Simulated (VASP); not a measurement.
# Ni: single point with LDA

Crystal: Ni.

```
Ni
1.0
    -0.01175    1.75607    1.75607
     1.75607   -0.01175    1.75607
     1.75607    1.75607   -0.01175
Ni
1
Direct
  0.00000 0.00000 0.00000
```

- Program: VASP 6.6.1
- Task: single point
- Functional: LDA
- Potentials or basis: VASP PAW LDA potentials, release 64 (Ni)
- Cutoff: 520 eV
- k mesh: 17 × 17 × 17
- Occupations: methfessel-paxton, width 0.1 eV
- Spin: collinear spin, ferromagnetic start
- Starting moments: [1.5] μB

* Pressure: -17.6 GPa
* Net moment: 0.64 μB per cell
* Site moments: Ni +0.65 μB
* Valence electrons inside the program's atomic spheres: Ni 9.31

Stress tensor (GPa, compression positive):
```
-17.62   0.75   0.75
  0.75 -17.62   0.75
  0.75   0.75 -17.62
```

Levels at points of the mesh, in eV from the Fermi level:
Spin up:
```
           k point  band 3  band 4  band 5  band 6  band 7  band 8
(0.00, 0.00, 0.00)   -2.39   -2.33   -1.23   -1.23   23.72   27.27
```
Spin down:
```
           k point  band 3  band 4  band 5  band 6  band 7  band 8
(0.00, 0.00, 0.00)   -1.74   -1.67   -0.62   -0.62   23.70   27.33
```

It took 64 s on 1 thread of Intel(R) Xeon(R) 6975P-C (Granite Rapids) (shared host), peak memory 0.21 GiB.

Caveat: the cell stands under tension.
